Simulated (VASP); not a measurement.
Here is a VASP 6.6.1 calculation.

INCAR

```
  ALGO = Normal
  EDIFF = 1E-7
  ENCUT = 520
  GGA = PE
  ISIF = 2
  ISMEAR = 0
  LASPH = True
  LCHARG = True
  LELF = True
  LREAL = False
  LVHAR = True
  LWAVE = False
  NBANDS = 15
  NELM = 100
  PREC = Accurate
  SIGMA = 0.05
```

The input KPOINTS:

```
k-points
0
Gamma
  8 8 8
```

The input POSCAR:

```
KF
1.0
   -0.1121407523      2.5965730709      2.5965730709
    2.5965730709     -0.1121407523      2.5965730709
    2.5965730709      2.5965730709     -0.1121407523
K F
1 1
Direct
    0.0000000000      0.0000000000      0.0000000000
    0.5000000000      0.5000000000      0.5000000000
```

Potentials or basis: VASP PAW PBE potentials, release 64 (K_sv, F).

The run is started by

```console
$ cat potpaw_PBE.64/K_sv/POTCAR potpaw_PBE.64/F/POTCAR > POTCAR
$ mpirun -np 1 vasp_std > vasp.out
```

(1) What does it give for the band gap on the k mesh?

(2) Estimate the pressure.

Results:

(1) 6.23 eV, direct.

(2) 2.2 GPa.
